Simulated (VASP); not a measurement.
Ta, 1 atom in the cell. The structure is cubic, space group Im-3m (No. 229). Conventional cell: a = 3.303 Å, b = 3.303 Å, c = 3.303 Å, α = 90.00°, β = 90.00°, γ = 90.00°. Within 3.8 Å of Ta (site symmetry m-3m) lie 14 Ta at 2.86 to 3.30 Å. 

* Program: VASP 6.6.1
* Task: single point
* Functional: PBE
* Potentials or basis: VASP PAW PBE potentials, release 64 (Ta_pv)
* Cutoff: 500 eV
* k mesh: 14 × 14 × 14
* Occupations: methfessel-paxton, width 0.1 eV
* Spin: no spin polarisation
* Dipole correction: no
* Further INCAR settings: ALGO = Normal; EDIFF = 1e-06; NBANDS = 12

Potentials or basis: VASP PAW PBE potentials, release 64 (Ta_pv).

Run with:

```bash
$ cat potpaw_PBE.64/Ta_pv/POTCAR > POTCAR
$ mpirun -np 1 vasp_std > vasp.out
```

Hardware: 1 thread of Intel Xeon 8259CL (shared host).

Question: How long does it take, and how much memory?

Answer: Wall time 11 s on 1 thread of Intel Xeon 8259CL (shared host), peak memory 0.15 GiB. Counts: scf iterations 11, k points 104.
